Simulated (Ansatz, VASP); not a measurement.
CoSi2: VASP beside Ansatz

Contents of INCAR:

```
PREC     = Accurate       # precision mode
ENCUT    = 520            # plane-wave cutoff, eV
EDIFF    = 1E-6           # SCF threshold, eV
ISMEAR   = 0              # smearing method
SIGMA    = 0.15           # smearing width, eV
LREAL    = False          # projectors in reciprocal space
LASPH    = True           # aspherical terms in the spheres
NELM     = 80             # most SCF steps
ALGO     = Normal         # electronic algorithm
ISIF     = 2              # what is computed and relaxed
LWAVE    = False          # write WAVECAR
LCHARG   = False          # write CHGCAR
GGA      = PS             # functional
NBANDS   = 16             # bands
```

The input KPOINTS:

```
regular mesh
0
Gamma
  16 16 16
```

The input POSCAR:

```
CoSi2
1.0
    0.0000000000      2.7226603094      2.7890666584
    2.7226603094      0.0000000000      2.7890666584
    2.7226603094      2.7226603094      0.0000000000
Co Si
1 2
Direct
    0.0000000000      0.0000000000      0.0000000000
    0.2500000000      0.2500000000      0.2500000000
    0.7500000000      0.7500000000      0.7500000000
```

Input for Ansatz:

```yaml
crystal:
  lattice:
    - [0.0, 2.7226603094, 2.7890666584]
    - [2.7226603094, 0.0, 2.7890666584]
    - [2.7226603094, 2.7226603094, 0.0]
  atoms:
    - { symbol: Co, position: [0.0, 0.0, 0.0] }
    - { symbol: Si, position: [0.25, 0.25, 0.25] }
    - { symbol: Si, position: [0.75, 0.75, 0.75] }
basis:
  ecutwfc: 420
kpoints:
  mp_grid: { grid: [16, 16, 16] }
hamiltonian:
  xc: pbesol
scf:
  occupations: { method: gaussian, width: 0.15 }
output:
  forces: true
  stress: true
  eigenvalues: true
```

Change from the starting cell: strain +0.025 along x and y, +0.050 along z, atoms carried along.

Alike in both runs: task single point; functional PBEsol; k mesh 16 × 16 × 16; occupations gaussian, width 0.15 eV; no spin polarisation.

|  | VASP | Ansatz |
| --- | --- | --- |
| version | VASP 6.6.1 | Ansatz 0.2.0 |
| potentials or method | VASP PAW PBE potentials, release 64 (Co, Si), cutoff 520 eV | scalar-relativistic, plane waves, PAW |
| valence electrons in the cell | 17 | 25 |

```csv
,VASP,Ansatz,Ansatz less VASP
gap on the k mesh at the Fermi level (eV),none,none,-
pressure (GPa),-15.2,-15.2,-0.03
"traceless stress, the component that is largest in VASP (GPa)",-1.15,-1.15,+0.002
```

VASP's potentials were made for PBE, not for PBEsol. A gap of «none» marks a metal or a gap that the smearing closes. With one functional, cell and mesh, what is left measures potentials, basis and numerics. VASP's potentials hold 17 valence electrons a cell and Ansatz's 25, so a difference there can come from the potentials and not from the codes.
